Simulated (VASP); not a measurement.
Hf, 2 atoms in the cell. The structure is orthorhombic, space group Cmcm (No. 63). Conventional cell: a = 3.676 Å, b = 4.706 Å, c = 5.058 Å, α = 90.00°, β = 90.00°, γ = 90.00°. Hf (site symmetry m2m) has 12 Hf at 2.98 to 3.68 Å within 3.9 Å.  This cell differs from its parent crystal: strain +0.1500 x Voigt [1, -1, 0, 0, 0, 0].

```yaml
Program: VASP 6.6.1
Task: single point
Functional: PBE
Potentials_or_basis: VASP PAW PBE potentials, release 64 (Hf_pv)
Cutoff: 520 eV
k_mesh: 18 × 18 × 10
Occupations: gaussian, width 0.15 eV
Spin: no spin polarisation
Dipole_correction: no
Further_INCAR_settings: ALGO = Fast; EDIFF = 1e-06; NBANDS = 17
```

Potentials or basis: VASP PAW PBE potentials, release 64 (Hf_pv).

The run is started by

```console
$ cat potpaw_PBE.64/Hf_pv/POTCAR > POTCAR
$ mpirun -np 1 vasp_std > vasp.out
```

Hardware: 1 thread of Intel(R) Xeon(R) 6975P-C (Granite Rapids), with other jobs on the host.

Problem. Estimate the wall time of this run.

Solution. Wall time 3.8 min on 1 thread of Intel(R) Xeon(R) 6975P-C (Granite Rapids), with other jobs on the host, peak memory 0.42 GiB. Counts: scf iterations 16, k points 546.
